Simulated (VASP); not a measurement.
Write the native input for VASP 6.6.1 that does the following.

- Task: single point
- Functional: PBEsol
- Potentials or basis: VASP PAW PBE potentials, release 64 (Ba_sv)
- Cutoff: 520 eV
- k mesh: 7 × 7 × 7
- Occupations: fermi-dirac, width 0.05 eV
- Spin: no spin polarisation
- Dipole correction: no
- Further INCAR settings: ALGO = Fast; EDIFF = 1e-06; NBANDS = 11

The structure of Ba lies in POSCAR:

```
Ba
1.0
    3.4628169077      0.0000000000      0.0000000000
   -1.7314084539      2.9988874107      0.0000000000
    0.0000000000      0.0000000000      3.0785552183
Ba
1
Direct
    0.0000000000      0.0000000000      0.0000000000
```

This isn't the form of Ba at room conditions, which is bcc.

These files were run (other wordings do the same):

INCAR

```
SYSTEM = Ba
PREC = Accurate
ENCUT = 520
EDIFF = 1E-6
ISMEAR = -1
SIGMA = 0.05
LREAL = .FALSE.
LASPH = .TRUE.
NELM = 100
ALGO = Fast
ISIF = 2
LWAVE = .FALSE.
LCHARG = .FALSE.
GGA = PS
NBANDS = 11
```

KPOINTS

```
Automatic mesh
0
G
  7 7 7
  0 0 0
```

Potentials or basis: VASP PAW PBE potentials, release 64 (Ba_sv).

Run with:

```bash
$ cat potpaw_PBE.64/Ba_sv/POTCAR > POTCAR
$ mpirun -np 1 vasp_std > vasp.out
```

It gave:

The pressure is 12.6 GPa. The band gap on the k mesh is zero (bands 5 and 6 overlap by 1.74 eV).

Caveat: the cell stands under pressure; the PAW data sets were made with another functional, which shifts forces and pressure a little; spin-orbit coupling is left out, which moves the levels of the heavy elements.

Run time: 20 s on 1 thread of AMD EPYC 7R43 64-Core Processor (Zen 3) (shared host), peak memory 0.1 GiB.
